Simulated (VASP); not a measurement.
# Hf (P6_3/mmc) in VASP: notebook

Runs on Hf. Level: PBE. Tasks: electric field gradients.

Everything below comes from runs of VASP 6.6.1. Logs are shortened: lines on timing, memory, paths and dates and some standing lists are left out, and cuts for length are marked.

## Step 1: The cell of the first run

It takes space group P6_3/mmc (No. 194, hexagonal). Conventional cell: a = 3.165 Å, b = 3.165 Å, c = 5.058 Å, α = 90.00°, β = 90.00°, γ = 120.00°. Hf (site symmetry -6m2) has 12 Hf at 3.12 to 3.16 Å within 4.1 Å.

## Step 2: Electric field gradients, PBE (equal xx and yy strain of -1 %)

INCAR reads:

```
SYSTEM = Hf
ALGO = Normal
EDIFF = 1E-8
ENCUT = 400
GGA = PE
GGA_COMPAT = .FALSE.
ISIF = 2
ISMEAR = -1
LASPH = .TRUE.
LCHARG = .FALSE.
LEFG = .TRUE.
LREAL = .FALSE.
LWAVE = .FALSE.
NBANDS = 17
NELM = 120
PREC = Accurate
SIGMA = 0.05
```

KPOINTS reads:

```
k-points
0
G
  13 13 7
  0 0 0
```

POSCAR reads:

```
Hf
1.0
    3.1647315390      0.0000000000      0.0000000000
   -1.5823657695      2.7407379089      0.0000000000
    0.0000000000      0.0000000000      5.0578000000
Hf
2
Direct
    0.3333333333      0.6666666667      0.2500000000
    0.6666666667      0.3333333333      0.7500000000
```

Potentials or basis: VASP PAW PBE potentials, release 64 (Hf_pv).

On the command line:

```sh
> cat potpaw_PBE.64/Hf_pv/POTCAR > POTCAR
> mpirun -np 1 vasp_std > vasp.out
```

OUTCAR:

```text
SYSTEM = Hf
   EDIFF = 1E-8
   ENCUT = 400
   GGA = PE
   ISIF = 2
   ISMEAR = -1
   LASPH = .TRUE.
   LREAL = .FALSE.
   NELM = 120
   PREC = Accurate

 ion  position               nearest neighbor table
   1  0.333  0.667  0.250-   2 3.12   2 3.12   2 3.12   2 3.12   2 3.12   2 3.12
   2  0.667  0.333  0.750-   1 3.12   1 3.12   1 3.12   1 3.12   1 3.12   1 3.12

  LATTYP: Found a hexagonal cell.
 ALAT       =     3.1647315390
 C/A-ratio  =     1.5981766345

  Lattice vectors:

 A1 = (   3.1647315390,   0.0000000000,   0.0000000000)
 A2 = (  -1.5823657695,   2.7407379089,   0.0000000000)
 A3 = (   0.0000000000,   0.0000000000,   5.0578000000)

Analysis of symmetry for initial positions (statically):
=====================================================================
 Subroutine PRICEL returns:
 Original cell was already a primitive cell.

 Routine SETGRP: Setting up the symmetry group for a
 hexagonal supercell.

 Subroutine GETGRP returns: Found 24 space group operations
 (whereof 12 operations were pure point group operations)
 out of a pool of 24 trial point group operations.

The static configuration has the point symmetry D_3d.
 The point group associated with its full space group is D_6h.

Analysis of symmetry for dynamics (positions and initial velocities):
=====================================================================
 Subroutine PRICEL returns:
 Original cell was already a primitive cell.

 Routine SETGRP: Setting up the symmetry group for a
 hexagonal supercell.

 Subroutine GETGRP returns: Found 24 space group operations
 (whereof 12 operations were pure point group operations)
 out of a pool of 24 trial point group operations.

The dynamic configuration has the point symmetry D_3d.
 The point group associated with its full space group is D_6h.

 Subroutine INISYM returns: Found 24 space group operations
 (whereof 12 operations are pure point group operations),
 and found     1 'primitive' translations

----------------------------------------------------------------------------------------

                                     Primitive cell

  volume of cell :      43.8698

  direct lattice vectors                    reciprocal lattice vectors
     3.164731539  0.000000000  0.000000000     0.315982568  0.182432621  0.000000000
    -1.582365769  2.740737909  0.000000000     0.000000000  0.364865242  0.000000000
     0.000000000  0.000000000  5.057800000     0.000000000  0.000000000  0.197714421

  length of vectors
     3.164731539  3.164731539  5.057800000     0.364865242  0.364865242  0.197714421

  position of ions in fractional coordinates (direct lattice)
     0.333333333  0.666666667  0.250000000
     0.666666667  0.333333333  0.750000000

  ion indices of the primitive-cell ions
   primitive index   ion index
                 1           1
                 2           2

----------------------------------------------------------------------------------------

 KPOINTS: k-points

Automatic generation of k-mesh.
 Grid dimensions read from file:
 generate k-points for:   13   13    7

 Generating k-lattice:

  Cartesian coordinates                     Fractional coordinates (reciprocal lattice)
     0.024306351  0.014033279  0.000000000     0.076923077  0.000000000  0.000000000
     0.000000000  0.028066557  0.000000000     0.000000000  0.076923077  0.000000000
     0.000000000  0.000000000  0.028244917     0.000000000  0.000000000  0.142857143

  Length of vectors
     0.028066557  0.028066557  0.028244917

  Shift w.r.t. Gamma in fractional coordinates (k-lattice)
     0.000000000  0.000000000  0.000000000

 Subroutine IBZKPT returns following result:
 ===========================================

 Found     84 irreducible k-points:

 Following reciprocal coordinates:
            Coordinates               Weight
  0.000000  0.000000  0.000000      1.000000
  0.076923  0.000000  0.000000      6.000000
  0.153846 -0.000000  0.000000      6.000000
  0.230769  0.000000  0.000000      6.000000
  0.307692 -0.000000  0.000000      6.000000
  0.384615 -0.000000  0.000000      6.000000
[... 16 lines left out ...]
  0.076923  0.000000  0.142857     12.000000
  0.153846 -0.000000  0.142857     12.000000
 [... further k-points ...]
   k-points           NKPTS =     84   k-points in BZ     NKDIM =     84   number of bands    NBANDS=     17
   number of dos      NEDOS =    301   number of ions     NIONS =      2
   total plane-waves  NPLWV =  20736
   dimension x,y,z NGX =    24 NGY =   24 NGZ =   36
   dimension x,y,z NGXF=    48 NGYF=   48 NGZF=   72
   ions per type =               2
   NGX,Y,Z   is equivalent  to a cutoff of  12.61, 12.61, 11.83 a.u.
   NGXF,Y,Z  is equivalent  to a cutoff of  25.21, 25.21, 23.67 a.u.
 SYSTEM =  Hf
   PREC   = accura    normal or accurate (medium, high low for compatibility)
   ISTART =      0    job   : 0-new  1-cont  2-samecut
   ICHARG =      2    charge: 1-file 2-atom 10-const
   ISPIN  =      1    spin polarized calculation?
   LNONCOLLINEAR =      F non collinear calculations
   LSORBIT =      F    spin-orbit coupling
   LASPH  =      T    aspherical Exc in radial PAW
   ENCUT  =  400.0 eV  29.40 Ry    5.42 a.u.   5.16  5.16  8.25*2*pi/ulx,y,z
   NELM   =    120;   NELMIN=  2; NELMDL= -5     # of ELM steps
   EDIFF  = 0.1E-07   stopping-criterion for ELM
   LREAL  =      F    real-space projection
   EDIFFG = 0.1E-06   stopping-criterion for IOM
   NSW    =      0    number of steps for IOM
   IBRION =     -1    ionic relax: 0-MD 1-quasi-New 2-CG
   NFREE  =      0    steps in history (QN), initial steepest desc. (CG)
   ISIF   =      2    stress and relaxation
   ISYM   =      2    0-nonsym 1-usesym 2-fastsym
   POTIM  = 0.5000    time-step for ionic-motion
   TEBEG  =    0.0;   TEEND  =   0.0 temperature during run
   PSTRESS=    0.0 pullay stress
   NELECT =      20.0000    total number of electrons
   NUPDOWN=      -1.0000    fix difference up-down
   EMIN   =  10.00;   EMAX   =-10.00  energy-range for DOS
   EFERMI =   0.00;   METHOD = LEGACY
   ISMEAR =    -1;   SIGMA  =   0.05  broadening in eV -4-tet -1-fermi 0-gaus
   EFERMI_NEDOS =   21; number of points for ismear=-14 and -15
   IALGO  =     38    algorithm
   IMIX   =      4    mixing-type and parameters
     AMIX     =   0.40;   BMIX     =  1.00
     AMIX_MAG =   1.60;   BMIX_MAG =  1.00
  volume/ion in A,a.u.               =      21.93       148.02
  Fermi-wavevector in a.u.,A,eV,Ry     =   1.259978  2.381012 21.599841  1.587544
  Thomas-Fermi vector in A             =   2.393510
   LORBIT       =      0    0 simple, 1 ext, 2 COOP (PROOUT), +10 PAW based schemes
   GGA     = PE    functional components
   LHFCALC =     F    Hartree Fock is set to
   AEXX    =    0.0000 exact exchange contribution
   IVDW    =     0    specifies the selected vdW correction
   LEPSILON=     F    determine dielectric tensor
   LRPA    =     F    only Hartree local field effects (RPA)
 non-spin polarized calculation
  energy-cutoff  :      400.00
  volume of cell :       43.87
 maximum number of plane-waves:       813
 NGX is ok and might be reduce to    24
   NGX = 11   NGY = 11   NGZ = 17

 number of electron      19.9999999 magnetization

 Free energy of the ion-electron system (eV)
  ---------------------------------------------------
  ext. energy  EPLUGINS =         0.00000000
  ---------------------------------------------------
  free energy    TOTEN  =       -19.84451859 eV

  energy without entropy =      -19.83105779  energy(sigma->0) =      -19.83778819

 E-fermi :   5.0549     XC(G=0): -11.3734

 val. band max:        5.0427193071   @ k =   0.3077   0.2308   0.2857
 cond. band min:       5.0633196358   @ k =   0.3846   0.2308   0.2857
 fundamental gap:      0.0206003288
 Fermi energy:         5.0548800316

 k-point     1 :       0.0000    0.0000    0.0000
  band No.  band energies     occupation
      1     -25.9899      2.00000
      2     -25.1970      2.00000
      3     -25.1970      2.00000
      4     -25.0832      2.00000
      5     -25.0681      2.00000
      6     -25.0681      2.00000
[... 9 lines left out ...]
     16       7.8194      0.00000
     17      10.5142      0.00000

 k-point     2 :       0.0769    0.0000    0.0000
  band No.  band energies     occupation
      1     -25.9736      2.00000
      2     -25.2332      2.00000
      3     -25.2089      2.00000
      4     -25.1063      2.00000
      5     -25.0903      2.00000
      6     -25.0731      2.00000
[... 9 lines left out ...]
     16       7.6422      0.00000
     17      10.6547      0.00000
[... 421 lines left out ...]
 k-point    24 :       0.1538   -0.0000    0.1429
  band No.  band energies     occupation
      1     -25.8933      2.00000
      2     -25.3236      2.00000
      3     -25.2474      2.00000
      4     -25.2335      2.00000
      5     -25.1214      2.00000
      6     -25.0955      2.00000
[... 9 lines left out ...]
     16       7.8985      0.00000
     17      10.9332      0.00000

 [... further k-points ...]
[... 5 lines left out ...]
  --------------------------------------------------------------------------------------
  -------------------------------------------------------------------------------------
  Total        0.8221572      0.8221572      0.4309642      0.0000000      0.0000000      0.0000000
  in kB       30.0261354     30.0261354     15.7393104      0.0000000      0.0000000      0.0000000
  external PRESSURE =      25.2638604 kB  Pullay stress =       0.0000000 kB

 VOLUME and BASIS-vectors are now :
 -----------------------------------------------------------------------------
  energy-cutoff  :      400.00
  volume of cell :       43.87
      direct lattice vectors                 reciprocal lattice vectors
     3.164731539  0.000000000  0.000000000     0.315982568  0.182432621  0.000000000
    -1.582365769  2.740737909  0.000000000     0.000000000  0.364865242  0.000000000
     0.000000000  0.000000000  5.057800000     0.000000000  0.000000000  0.197714421

 POSITION                                       TOTAL-FORCE (eV/Angst)
 -----------------------------------------------------------------------------------
     -0.00000      1.82716      1.26445         0.000000     -0.000000      0.000000
      1.58237      0.91358      3.79335        -0.000000      0.000000      0.000000
 -----------------------------------------------------------------------------------
    total drift:                               -0.000000      0.000000     -0.000000

  FREE ENERGIE OF THE ION-ELECTRON SYSTEM (eV)
  ---------------------------------------------------
  free  energy   TOTEN  =       -19.8445185851 eV

  energy  without entropy=      -19.8310577872  energy(sigma->0) =      -19.83778819

 Electric field gradients (V/A^2)
---------------------------------------------------------------------
 ion       V_xx      V_yy      V_zz      V_xy      V_xz      V_yz
---------------------------------------------------------------------
   1     -38.326   -38.326    76.652     0.000     0.000    -0.000
   2     -38.326   -38.326    76.652     0.000    -0.000     0.000
---------------------------------------------------------------------

 Electric field gradients after diagonalization (V/A^2)
 (convention: |V_zz| > |V_xx| > |V_yy|)
----------------------------------------------------------------------
 ion       V_xx      V_yy      V_zz     asymmetry (V_yy - V_xx)/ V_zz
----------------------------------------------------------------------
   1     -38.326   -38.326    76.652       0.000
   2     -38.326   -38.326    76.652       0.000
----------------------------------------------------------------------

           NMR quadrupolar parameters

 Cq : quadrupolar parameter    Cq=e*Q*V_zz/h
 eta: asymmetry parameters     (V_yy - V_xx)/ V_zz
 Q  : nuclear electric quadrupole moment in mb (millibarn)
----------------------------------------------------------------------
 ion       Cq(MHz)       eta       Q (mb)
----------------------------------------------------------------------
   1       0.185       0.000       1.000
   2       0.185       0.000       1.000
----------------------------------------------------------------------
```

Wall time 55 s (1 thread of Intel Xeon 8259CL, shared host); peak memory 0.17 GiB.

Results:

```
Free energy                             : -19.8445 eV
Pressure                                : 2.5 GPa
Band gap on the k mesh                  : zero (bands 10 and 11 overlap by 1.59 eV)
Largest electric field gradient by atom : Hf +76.7 V/Å²
```

Stress tensor (GPa, compression positive):
```
3.00 0.00 0.00
0.00 3.00 0.00
0.00 0.00 1.57
```

Electric field gradients, principal values (V/Å²):
| atom | least | middle | greatest (by size) |
| --- | --- | --- | --- |
| 1 Hf | -38.326 | -38.326 | 76.652 |
| 2 Hf | -38.326 | -38.326 | 76.652 |

Caveat: the cell differs from its parent crystal (equal xx and yy strain of -1 %); without QUAD_EFG the Cq values of the log hold for a quadrupole moment of 1 mb, not for the nuclei; spin-orbit coupling is left out, which moves the levels of the heavy elements.

## Step 3: Electric field gradients, PBE (equal xx and yy strain of -1 %)

INCAR reads:

```
PREC = Accurate
ENCUT = 400
EDIFF = 1E-8
ISMEAR = -1
SIGMA = 0.05
LREAL = F
LASPH = T
NELM = 120
ALGO = Normal
ISIF = 2
LWAVE = F
LCHARG = F
GGA = PE
LEFG = T
NBANDS = 17
GGA_COMPAT = F
```

KPOINTS reads:

```
regular mesh
0
Gamma
  13 13 7
```

POSCAR is that of step 2.

Potentials or basis: VASP PAW PBE potentials, release 64 (Hf_pv).

On the command line:

```sh
> cat potpaw_PBE.64/Hf_pv/POTCAR > POTCAR
> mpirun -np 1 vasp_std > vasp.out
```

OUTCAR:

```text
PREC = Accurate
   ENCUT = 400
   EDIFF = 1E-8
   ISMEAR = -1
   LREAL = F
   LASPH = T
   NELM = 120
   ISIF = 2
   GGA = PE

 ion  position               nearest neighbor table
   1  0.333  0.667  0.250-   2 3.12   2 3.12   2 3.12   2 3.12   2 3.12   2 3.12
   2  0.667  0.333  0.750-   1 3.12   1 3.12   1 3.12   1 3.12   1 3.12   1 3.12

  LATTYP: Found a hexagonal cell.
 ALAT       =     3.1647315390
 C/A-ratio  =     1.5981766345

  Lattice vectors:

 A1 = (   3.1647315390,   0.0000000000,   0.0000000000)
 A2 = (  -1.5823657695,   2.7407379089,   0.0000000000)
 A3 = (   0.0000000000,   0.0000000000,   5.0578000000)

Analysis of symmetry for initial positions (statically):
=====================================================================
 Subroutine PRICEL returns:
 Original cell was already a primitive cell.

 Routine SETGRP: Setting up the symmetry group for a
[... 671 lines left out ...]
  energy-cutoff  :      400.00
  volume of cell :       43.87
      direct lattice vectors                 reciprocal lattice vectors
     3.164731539  0.000000000  0.000000000     0.315982568  0.182432621  0.000000000
    -1.582365769  2.740737909  0.000000000     0.000000000  0.364865242  0.000000000
     0.000000000  0.000000000  5.057800000     0.000000000  0.000000000  0.197714421

 POSITION                                       TOTAL-FORCE (eV/Angst)
 -----------------------------------------------------------------------------------
     -0.00000      1.82716      1.26445         0.000000     -0.000000      0.000000
      1.58237      0.91358      3.79335        -0.000000      0.000000      0.000000
 -----------------------------------------------------------------------------------
    total drift:                               -0.000000      0.000000     -0.000000

  FREE ENERGIE OF THE ION-ELECTRON SYSTEM (eV)
  ---------------------------------------------------
  free  energy   TOTEN  =       -19.8445185851 eV

  energy  without entropy=      -19.8310577872  energy(sigma->0) =      -19.83778819

 Electric field gradients (V/A^2)
---------------------------------------------------------------------
 ion       V_xx      V_yy      V_zz      V_xy      V_xz      V_yz
---------------------------------------------------------------------
   1     -38.326   -38.326    76.652     0.000     0.000    -0.000
   2     -38.326   -38.326    76.652     0.000    -0.000     0.000
---------------------------------------------------------------------

 Electric field gradients after diagonalization (V/A^2)
 (convention: |V_zz| > |V_xx| > |V_yy|)
----------------------------------------------------------------------
 ion       V_xx      V_yy      V_zz     asymmetry (V_yy - V_xx)/ V_zz
----------------------------------------------------------------------
   1     -38.326   -38.326    76.652       0.000
   2     -38.326   -38.326    76.652       0.000
----------------------------------------------------------------------

           NMR quadrupolar parameters

 Cq : quadrupolar parameter    Cq=e*Q*V_zz/h
 eta: asymmetry parameters     (V_yy - V_xx)/ V_zz
 Q  : nuclear electric quadrupole moment in mb (millibarn)
----------------------------------------------------------------------
 ion       Cq(MHz)       eta       Q (mb)
----------------------------------------------------------------------
   1       0.185       0.000       1.000
   2       0.185       0.000       1.000
----------------------------------------------------------------------
```

OSZICAR:

```text
N       E                     dE             d eps       ncg     rms          rms(c)
DAV:   1     0.446156322653E+02    0.44616E+02   -0.99413E+03  2888   0.922E+02
DAV:   2    -0.188417117449E+02   -0.63457E+02   -0.61859E+02  3792   0.222E+02
DAV:   3    -0.205224973475E+02   -0.16808E+01   -0.16709E+01  3561   0.253E+01
DAV:   4    -0.205358112710E+02   -0.13314E-01   -0.13306E-01  3750   0.277E+00
DAV:   5    -0.205359458262E+02   -0.13456E-03   -0.13453E-03  3617   0.242E-01    0.660E+01
DAV:   6    -0.200312190798E+02    0.50473E+00   -0.46441E-01  3433   0.443E+00    0.392E+01
DAV:   7    -0.198543713196E+02    0.17685E+00   -0.78986E-01  3435   0.554E+00    0.186E+00
DAV:   8    -0.198444189106E+02    0.99524E-02   -0.50029E-02  3407   0.146E+00    0.314E-01
DAV:   9    -0.198445289604E+02   -0.11005E-03   -0.11180E-03  3749   0.234E-01    0.186E-01
DAV:  10    -0.198445158442E+02    0.13116E-04   -0.63014E-05  3424   0.533E-02    0.241E-01
DAV:  11    -0.198445185686E+02   -0.27244E-05   -0.70517E-06  3536   0.183E-02    0.107E-02
DAV:  12    -0.198445186517E+02   -0.83102E-07   -0.44855E-07  3642   0.431E-03    0.298E-03
DAV:  13    -0.198445186137E+02    0.38045E-07   -0.10227E-08  2564   0.803E-04    0.857E-04
DAV:  14    -0.198445185853E+02    0.28371E-07   -0.11427E-09  1957   0.258E-04    0.289E-04
DAV:  15    -0.198445185851E+02    0.17644E-09   -0.13223E-10  1755   0.886E-05
   1 F= -.19844519E+02 E0= -.19837788E+02  d E =-.134608E-01
```

stdout:

```text
POSCAR found type information on POSCAR Hf
 POSCAR found :  1 types and       2 ions
 scaLAPACK will be used
 LDA part: xc-table for (Slater+PW92), standard interpolation
 POSCAR, INCAR and KPOINTS ok, starting setup
 FFT: planning ... GRIDC
 FFT: planning ... GRID_SOFT
 FFT: planning ... GRID
 WAVECAR not read
 entering main loop
ion   1

ion   2
```

Wall time 54 s (1 thread of Intel Xeon 8259CL, shared host); peak memory 0.17 GiB.

What came out:

| Item | Value |
| --- | --- |
| Free energy | -19.8445 eV |
| Pressure | 2.5 GPa |
| Band gap on the k mesh | zero (bands 10 and 11 overlap by 1.59 eV) |
| Largest electric field gradient by atom | Hf +76.7 V/Å² |

Electric field gradients, principal values (V/Å²):
```tsv
atom	least	middle	greatest (by size)
1 Hf	-38.326	-38.326	76.652
2 Hf	-38.326	-38.326	76.652
```

Caveat: the cell differs from its parent crystal (equal xx and yy strain of -1 %); without QUAD_EFG the Cq values of the log hold for a quadrupole moment of 1 mb, not for the nuclei; spin-orbit coupling is left out, which moves the levels of the heavy elements.

The gap in the log of VASP goes by the Fermi energy; the results here count the filled bands.